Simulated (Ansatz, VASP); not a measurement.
**BP: VASP beside Ansatz**

Contents of POSCAR:

```
BP
1.0
    0.0000000000      2.2383340787      2.2383340787
    2.2383340787      0.0000000000      2.2383340787
    2.2383340787      2.2383340787      0.0000000000
B P
1 1
Direct
    0.0000000000      0.0000000000      0.0000000000
    0.2500000000      0.2500000000      0.2500000000
```

The input INCAR.step1:

```
SYSTEM = BP
  PREC = Accurate
  ENCUT = 520
  ISMEAR = -1
  SIGMA = 0.02
  LREAL = .False.
  LASPH = .True.
  NELM = 100
  NBANDS = 11
  GGA = PE
  ALGO = Normal
  EDIFF = 1E-4
  LWAVE = .True.
  LCHARG = .False.
```

The input INCAR.step2:

```
SYSTEM = BP
  PREC = Accurate
  ENCUT = 520
  EDIFF = 1E-6
  ISMEAR = -1
  SIGMA = 0.02
  LREAL = .False.
  LASPH = .True.
  NELM = 100
  ALGO = Normal
  ISIF = 2
  LWAVE = .False.
  LCHARG = .False.
  METAGGA = R2SCAN
  LMIXTAU = .True.
  NBANDS = 11
  ISTART = 1
```

The input KPOINTS:

```
Automatic mesh
0
Gamma
  8 8 8
  0 0 0
```

Input for Ansatz:

```yaml
crystal:
  lattice:
    - [0.0, 2.2383340786623345, 2.2383340786623345]
    - [2.2383340786623345, 0.0, 2.2383340786623345]
    - [2.2383340786623345, 2.2383340786623345, 0.0]
  atoms:
    - { symbol: B, position: [0.0, 0.0, 0.0] }
    - { symbol: P, position: [0.25, 0.25, 0.25] }
basis:
  ecutwfc: 600.0
kpoints:
  mp_grid:
    grid: [8, 8, 8]
hamiltonian:
  xc: r2scan
scf:
  occupations:
    method: fermi_dirac
    width: 0.02
output:
  stress: true
```

Alike in both runs: task single point; functional r2SCAN; k mesh 8 × 8 × 8; occupations fermi-dirac, width 0.02 eV; no spin polarisation.

```csv
,VASP,Ansatz
version,VASP 6.6.1,Ansatz 0.2.0
potentials or method,"VASP PAW PBE potentials, release 64 (B, P), cutoff 520 eV","plane waves, PAW"
valence electrons in the cell,8,8
```

VASP gave:

```
pressure (GPa) : 6.7
```

Task: Which values does Ansatz return?

Result: Pressure (GPa): 7.3.

VASP's potentials were made for PBE, not for r2SCAN.
